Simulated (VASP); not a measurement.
Wanted: the native input for a VASP 6.6.1 run.

```yaml
Task: relaxation of cell and atoms
Functional: PBE
Dispersion: D3(BJ)
Potentials_or_basis: VASP PAW PBE potentials, release 64 (C)
Cutoff: 600 eV
k_mesh: 21 × 21 × 6
Occupations: gaussian, width 0.1 eV
Spin: no spin polarisation
Dipole_correction: no
Further_INCAR_settings: ALGO = Normal; EDIFF = 1e-06; IBRION = 2; EDIFFG = -0.005; NSW = 100; ISIF = 3
```

The structure of C lies in POSCAR:

```
C
1.0
    1.2280479700     -2.1270618200      0.0000000000
    1.2280479700      2.1270618200      0.0000000000
    0.0000000000      0.0000000000      7.1732677600
C
4
Direct
    0.0833794600      0.9166205400      0.7531376000
    0.5833794600      0.4166205400      0.2468624000
    0.9166205400      0.0833794600      0.2468624000
    0.4166205400      0.5833794600      0.7531376000
```

These files were run (other wordings do the same):

INCAR

```
PREC = Accurate ; ENCUT = 600
EDIFF = 1E-6 ; ISMEAR = 0
SIGMA = 0.1 ; LREAL = F
LASPH = T ; NELM = 100
ALGO = Normal ; ISIF = 3
LWAVE = F ; LCHARG = F
GGA = PE ; IVDW = 12
IBRION = 2 ; NSW = 100
EDIFFG = -0.005
```

KPOINTS

```
Automatic mesh
0
Gamma
  21 21 6
```

Potentials or basis: VASP PAW PBE potentials, release 64 (C).

Command:

```bash
$ cat potpaw_PBE.64/C/POTCAR > POTCAR
$ mpirun -np 1 vasp_std > vasp.out
```

It gave:

- Relaxed volume: 8.86 Å³/atom
- Relaxed cell: a = 2.465 Å, b = 2.465 Å, c = 6.736 Å, α = 90.00°, β = 90.00°, γ = 119.97°
- Space group after relaxing (to 0.1 Å): Fmmm (No. 69)
- Energy gained by relaxing: 4.4 meV/atom
- Ionic steps: 39
- Pressure after relaxing: 0.0 GPa
- Band gap on the k mesh: zero (filled and empty bands touch)
- Dispersion energy per atom: -0.156 eV

Wall time 51 min on 1 thread of Intel(R) Xeon(R) 6975P-C (Granite Rapids) (shared host), peak memory 0.38 GiB.
